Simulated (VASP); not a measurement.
Set up this calculation in VASP 6.6.1, as the native input.

```yaml
Task: electric field gradients
Functional: LDA
Potentials_or_basis: VASP PAW LDA potentials, release 64 (Pb_d, O)
Cutoff: 520 eV
k_mesh: 7 × 7 × 6
Occupations: fermi-dirac, width 0.03 eV
Spin: no spin polarisation
Dipole_correction: no
Further_INCAR_settings: ALGO = Normal; EDIFF = 1e-08; NBANDS = 28
```

The structure of PbO lies in POSCAR:

```
PbO
1.0
    3.9477253708      0.0000000000      0.0000000000
    0.0000000000      3.9477253708      0.0000000000
    0.0000000000      0.0000000000      4.9882942864
Pb O
2 2
Direct
    0.0000000000      0.5000000000      0.2351000000
    0.5000000000      0.0000000000      0.7649000000
    0.0000000000      0.0000000000      0.0000000000
    0.5000000000      0.5000000000      0.0000000000
```

This cell differs from its parent crystal: volume scaled by 0.98.

The input as run:

INCAR

```
  ALGO = Normal
  EDIFF = 1E-8
  ENCUT = 520
  GGA = CA
  ISIF = 2
  ISMEAR = -1
  LASPH = T
  LCHARG = F
  LEFG = T
  LREAL = F
  LWAVE = F
  NBANDS = 28
  NELM = 80
  PREC = Accurate
  SIGMA = 0.03
```

KPOINTS

```
k-points
0
Gamma
  7 7 6
```

Potentials or basis: VASP PAW LDA potentials, release 64 (Pb_d, O).

The run is started by

```sh
$ cat potpaw_LDA.64/Pb_d/POTCAR potpaw_LDA.64/O/POTCAR > POTCAR
$ mpirun -np 1 vasp_std > vasp.out
```

Results of the run:

```yaml
Pressure: 0.1 GPa
Largest_force: 0.189 eV/Å
Band_gap_on_the_k_mesh: 1.41 eV, indirect (least direct gap 2.25 eV)
```

Caveat: without QUAD_EFG the Cq values of the log hold for a quadrupole moment of 1 mb, not for the nuclei; spin-orbit coupling is left out, which moves the levels of the heavy elements.

Run time: 58 s on 1 thread of Intel(R) Xeon(R) Platinum 8488C (Sapphire Rapids) (shared host), peak memory 0.2 GiB.
